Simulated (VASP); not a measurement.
# CoO (R3m) in VASP: a series of runs

CoO is run at these levels: PBE, PBEsol; tasks: single point.

All numbers are computed with VASP 6.6.1; they aren't measurements. Logs are shortened: lines on timing, memory, paths and dates and some standing lists are left out, and cuts for length are marked.

## (1) The cell of the first run

Symmetry: R3m, No. 160, trigonal system. Conventional cell: a = 3.204 Å, b = 3.204 Å, c = 7.699 Å, α = 90.00°, β = 90.00°, γ = 120.00°. Co (site symmetry 3m) has 4 O at 1.91 to 1.96 Å within 2.5 Å. Within 2.5 Å of O (site symmetry 3m) lie 4 Co at 1.91 to 1.96 Å.

## (2) Single point, PBE, collinear spin, ferromagnetic start

INCAR reads:

```
PREC = Accurate
ENCUT = 600
EDIFF = 1E-6
ISMEAR = -1
SIGMA = 0.05
LREAL = False
LASPH = True
NELM = 200
ALGO = Normal
ISIF = 2
LWAVE = False
LCHARG = True
ISPIN = 2
MAGMOM = 1 0
LORBIT = 11
NUPDOWN = 1.0
LMAXMIX = 4
GGA = PE
LELF = True
LVHAR = True
NBANDS = 22
GGA_COMPAT = False
```

KPOINTS reads:

```
regular mesh
0
Gamma
  9 9 9
```

POSCAR reads:

```
CoO
1.0
    1.6022198417      0.9250420569      2.5664708903
   -1.6022198417      0.9250420569      2.5664708903
    0.0000000000     -1.8500841138      2.5664708903
Co O
1 1
Direct
    0.9989783200      0.9989783200      0.9989783200
    0.7510210300      0.7510210300      0.7510210300
```

Potentials or basis: VASP PAW PBE potentials, release 64 (Co_sv, O).

On the command line:

```
> cat potpaw_PBE.64/Co_sv/POTCAR potpaw_PBE.64/O/POTCAR > POTCAR
> mpirun -np 1 vasp_std > vasp.out
```

OUTCAR:

```text
PREC = Accurate
   ENCUT = 600
   EDIFF = 1E-6
   ISMEAR = -1
   LREAL = False
   LASPH = True
   NELM = 200
   ISIF = 2
   ISPIN = 2
   LORBIT = 11
   NUPDOWN = 1.0
   GGA = PE

 ion  position               nearest neighbor table
   1  0.999  0.999  0.999-   2 1.91   2 1.96   2 1.96   2 1.96
   2  0.751  0.751  0.751-   1 1.91   1 1.96   1 1.96   1 1.96

  LATTYP: Found a trigonal (rhomboedric) cell.
 ALAT       =     3.1637926700
 COS(alpha) =     0.4870699110

  Lattice vectors:

 A1 = (   1.6022198417,   0.9250420569,   2.5664708903)
 A2 = (  -1.6022198417,   0.9250420569,   2.5664708903)
 A3 = (   0.0000000000,  -1.8500841138,   2.5664708903)

Analysis of symmetry for initial positions (statically):
=====================================================================
 Subroutine PRICEL returns:
 Original cell was already a primitive cell.

 Routine SETGRP: Setting up the symmetry group for a
 trigonal (rhombohedral) supercell.

 Subroutine GETGRP returns: Found  6 space group operations
 (whereof  6 operations were pure point group operations)
 out of a pool of 12 trial point group operations.

The static configuration has the point symmetry C_3v.

Analysis of symmetry for dynamics (positions and initial velocities):
=====================================================================
 Subroutine PRICEL returns:
 Original cell was already a primitive cell.

 Routine SETGRP: Setting up the symmetry group for a
 trigonal (rhombohedral) supercell.

 Subroutine GETGRP returns: Found  6 space group operations
 (whereof  6 operations were pure point group operations)
 out of a pool of 12 trial point group operations.

The dynamic configuration has the point symmetry C_3v.

Analysis of structural, dynamic, and magnetic symmetry:
=====================================================================
 Subroutine PRICEL returns:
 Original cell was already a primitive cell.

 Routine SETGRP: Setting up the symmetry group for a
 trigonal (rhombohedral) supercell.

 Subroutine GETGRP returns: Found  6 space group operations
 (whereof  6 operations were pure point group operations)
 out of a pool of 12 trial point group operations.

The overall configuration has the point symmetry C_3v.

 Subroutine INISYM returns: Found  6 space group operations
 (whereof  6 operations are pure point group operations),
 and found     1 'primitive' translations

----------------------------------------------------------------------------------------

                                     Primitive cell

  volume of cell :      22.8229

  direct lattice vectors                    reciprocal lattice vectors
     1.602219842  0.925042057  2.566470890     0.312067038  0.180171988  0.129880037
    -1.602219842  0.925042057  2.566470890    -0.312067038  0.180171988  0.129880037
     0.000000000 -1.850084114  2.566470890     0.000000000 -0.360343977  0.129880037

  length of vectors
     3.163792670  3.163792670  3.163792670     0.383036037  0.383036037  0.383036037

  position of ions in fractional coordinates (direct lattice)
     0.998978320  0.998978320  0.998978320
     0.751021030  0.751021030  0.751021030

  ion indices of the primitive-cell ions
   primitive index   ion index
                 1           1
                 2           2

----------------------------------------------------------------------------------------

 KPOINTS: regular mesh

Automatic generation of k-mesh.
 Grid dimensions read from file:
 generate k-points for:    9    9    9

 Generating k-lattice:

  Cartesian coordinates                     Fractional coordinates (reciprocal lattice)
     0.034674115  0.020019110  0.014431115     0.111111111  0.000000000  0.000000000
    -0.034674115  0.020019110  0.014431115     0.000000000  0.111111111  0.000000000
     0.000000000 -0.040038220  0.014431115     0.000000000  0.000000000  0.111111111

  Length of vectors
     0.042559560  0.042559560  0.042559560

  Shift w.r.t. Gamma in fractional coordinates (k-lattice)
     0.000000000  0.000000000  0.000000000

 Subroutine IBZKPT returns following result:
 ===========================================

 Found     85 irreducible k-points:

 Following reciprocal coordinates:
            Coordinates               Weight
  0.000000  0.000000  0.000000      1.000000
  0.111111  0.000000 -0.000000      6.000000
  0.222222 -0.000000 -0.000000      6.000000
  0.333333  0.000000  0.000000      6.000000
  0.444444 -0.000000 -0.000000      6.000000
  0.111111  0.111111 -0.000000      6.000000
[... 16 lines left out ...]
 -0.333333  0.333333  0.000000      6.000000
  0.444444  0.444444 -0.000000      6.000000
 [... further k-points ...]
   k-points           NKPTS =     85   k-points in BZ     NKDIM =     85   number of bands    NBANDS=     22
   number of dos      NEDOS =    301   number of ions     NIONS =      2
   total plane-waves  NPLWV =  21952
   dimension x,y,z NGX =    28 NGY =   28 NGZ =   28
   dimension x,y,z NGXF=    56 NGYF=   56 NGZF=   56
   ions per type =               1   1
   NGX,Y,Z   is equivalent  to a cutoff of  14.71, 14.71, 14.71 a.u.
   NGXF,Y,Z  is equivalent  to a cutoff of  29.43, 29.43, 29.43 a.u.
 SYSTEM =  unknown system
   PREC   = accura    normal or accurate (medium, high low for compatibility)
   ISTART =      0    job   : 0-new  1-cont  2-samecut
   ICHARG =      2    charge: 1-file 2-atom 10-const
   ISPIN  =      2    spin polarized calculation?
   LNONCOLLINEAR =      F non collinear calculations
   LSORBIT =      F    spin-orbit coupling
   LASPH  =      T    aspherical Exc in radial PAW
   ENCUT  =  600.0 eV  44.10 Ry    6.64 a.u.   6.32  6.32  6.32*2*pi/ulx,y,z
   NELM   =    200;   NELMIN=  2; NELMDL= -5     # of ELM steps
   EDIFF  = 0.1E-05   stopping-criterion for ELM
   LREAL  =      F    real-space projection
   EDIFFG = 0.1E-04   stopping-criterion for IOM
   NSW    =      0    number of steps for IOM
   IBRION =     -1    ionic relax: 0-MD 1-quasi-New 2-CG
   NFREE  =      0    steps in history (QN), initial steepest desc. (CG)
   ISIF   =      2    stress and relaxation
   ISYM   =      2    0-nonsym 1-usesym 2-fastsym
   POTIM  = 0.5000    time-step for ionic-motion
   TEBEG  =    0.0;   TEEND  =   0.0 temperature during run
   PSTRESS=    0.0 pullay stress
   NELECT =      23.0000    total number of electrons
   NUPDOWN=       1.0000    fix difference up-down
   EMIN   =  10.00;   EMAX   =-10.00  energy-range for DOS
   EFERMI =   0.00;   METHOD = LEGACY
   ISMEAR =    -1;   SIGMA  =   0.05  broadening in eV -4-tet -1-fermi 0-gaus
   EFERMI_NEDOS =   21; number of points for ismear=-14 and -15
   IALGO  =     38    algorithm
   IMIX   =      4    mixing-type and parameters
     AMIX     =   0.40;   BMIX     =  1.00
     AMIX_MAG =   1.60;   BMIX_MAG =  1.00
  volume/ion in A,a.u.               =      11.41        77.01
  Fermi-wavevector in a.u.,A,eV,Ry     =   1.641322  3.101648 36.653238  2.693937
  Thomas-Fermi vector in A             =   2.731812
   LORBIT       =     11    0 simple, 1 ext, 2 COOP (PROOUT), +10 PAW based schemes
   GGA     = PE    functional components
   LHFCALC =     F    Hartree Fock is set to
   AEXX    =    0.0000 exact exchange contribution
   IVDW    =     0    specifies the selected vdW correction
   LEPSILON=     F    determine dielectric tensor
   LRPA    =     F    only Hartree local field effects (RPA)
 spin polarized calculation
  energy-cutoff  :      600.00
  volume of cell :       22.82
 maximum number of plane-waves:       775
 NGX is ok and might be reduce to    28
   NGX = 13   NGY = 13   NGZ = 13

 number of electron      23.0000013 magnetization       1.0000001

 Free energy of the ion-electron system (eV)
  ---------------------------------------------------
  ext. energy  EPLUGINS =         0.00000000
  ---------------------------------------------------
  free energy    TOTEN  =       -13.17221978 eV

  energy without entropy =      -13.14217984  energy(sigma->0) =      -13.15719981

 E-fermi :   7.1895     XC(G=0): -11.4922

 val. band max:        7.1865668640   @ k =  -0.2222   0.4444   0.1111
 cond. band min:       6.7945206886   @ k =   0.4444   0.2222   0.0000
 fundamental gap:     -0.3920461755
 Fermi energy:         6.7790017352

 spin component 1

 k-point     1 :       0.0000    0.0000    0.0000
  band No.  band energies     occupation
      1     -88.6858      1.00000
      2     -51.9894      1.00000
      3     -51.9520      1.00000
      4     -51.9520      1.00000
      5     -13.3642      1.00000
      6       0.8577      1.00000
[... 14 lines left out ...]
     21      27.5731      0.00000
     22      29.6877      0.00000

 k-point     2 :       0.1111    0.0000   -0.0000
  band No.  band energies     occupation
      1     -88.6857      1.00000
      2     -51.9901      1.00000
      3     -51.9552      1.00000
      4     -51.9528      1.00000
      5     -13.2959      1.00000
      6       0.6984      1.00000
[... 542 lines left out ...]
 k-point    24 :       0.4444    0.4444   -0.0000
  band No.  band energies     occupation
      1     -88.6837      1.00000
      2     -52.0049      1.00000
      3     -51.9668      1.00000
      4     -51.9619      1.00000
      5     -12.5912      1.00000
      6      -0.2802      1.00000
[... 14 lines left out ...]
     21      35.2250      0.00000
     22      35.3219      0.00000

 [... further k-points ...]

 spin component 2

 k-point     1 :       0.0000    0.0000    0.0000
  band No.  band energies     occupation
      1     -87.5636      1.00000
      2     -50.9413      1.00000
      3     -50.8354      1.00000
      4     -50.8354      1.00000
      5     -13.2668      1.00000
      6       1.2220      1.00000
[... 14 lines left out ...]
     21      27.6933      0.00000
     22      29.8088      0.00000

 k-point     2 :       0.1111    0.0000   -0.0000
  band No.  band energies     occupation
      1     -87.5634      1.00000
      2     -50.9420      1.00000
      3     -50.8387      1.00000
      4     -50.8362      1.00000
      5     -13.1976      1.00000
      6       1.0441      1.00000
[... 542 lines left out ...]
 k-point    24 :       0.4444    0.4444   -0.0000
  band No.  band energies     occupation
      1     -87.5613      1.00000
      2     -50.9569      1.00000
      3     -50.8521      1.00000
      4     -50.8458      1.00000
      5     -12.4824      1.00000
      6      -0.1388      1.00000
[... 14 lines left out ...]
     21      35.4035      0.00000
     22      35.4933      0.00000

 [... further k-points ...]
[... 5 lines left out ...]
  --------------------------------------------------------------------------------------
  -------------------------------------------------------------------------------------
  Total       -2.2104804     -2.2104804     -1.8305004      0.0000000      0.0000000      0.0000000
  in kB     -155.1765467   -155.1765467   -128.5018051      0.0000000      0.0000000      0.0000000
  external PRESSURE =    -146.2849661 kB  Pullay stress =       0.0000000 kB

 VOLUME and BASIS-vectors are now :
 -----------------------------------------------------------------------------
  energy-cutoff  :      600.00
  volume of cell :       22.82
      direct lattice vectors                 reciprocal lattice vectors
     1.602219842  0.925042057  2.566470890     0.312067038  0.180171988  0.129880037
    -1.602219842  0.925042057  2.566470890    -0.312067038  0.180171988  0.129880037
     0.000000000 -1.850084114  2.566470890     0.000000000 -0.360343977  0.129880037

 POSITION                                       TOTAL-FORCE (eV/Angst)
 -----------------------------------------------------------------------------------
      0.00000      0.00000      7.69155         0.000000     -0.000000      0.196333
      0.00000      0.00000      5.78242         0.000000      0.000000     -0.196333
 -----------------------------------------------------------------------------------
    total drift:                               -0.000000      0.000000      0.000693

  FREE ENERGIE OF THE ION-ELECTRON SYSTEM (eV)
  ---------------------------------------------------
  free  energy   TOTEN  =       -13.1722197836 eV

  energy  without entropy=      -13.1421798443  energy(sigma->0) =      -13.15719981

 total charge

# of ion       s       p       d       tot
------------------------------------------
    1        2.159   6.079   6.744  14.981
    2        1.556   3.390   0.000   4.946
--------------------------------------------------
tot          3.714   9.469   6.744  19.927

 magnetization (x)

# of ion       s       p       d       tot
------------------------------------------
    1        0.003   0.007   0.909   0.919
    2        0.008   0.043   0.000   0.051
--------------------------------------------------
tot          0.011   0.050   0.909   0.970
```

Wall time 2.1 min (1 thread of AMD EPYC 7R43 (Zen 3), shared host); peak memory 0.19 GiB.

Results:

```
Free energy                                           : -13.1722 eV
Pressure                                              : -14.6 GPa
Largest force                                         : 0.196 eV/Å
Net moment                                            : 1.00 μB per cell
Site moments                                          : Co +0.92; O +0.05 μB
Valence electrons inside the program's atomic spheres : Co 14.98; O 4.95
```

Forces on the atoms (eV/Å):
```
Co   0.000  0.000  0.196
O    0.000  0.000 -0.196
```

Caveat: the total moment is fixed, so each spin has its own Fermi level; a cell with one magnetic atom can't hold antiferromagnetic order, which such compounds often take.

(Part 1 of 2 ends here.)
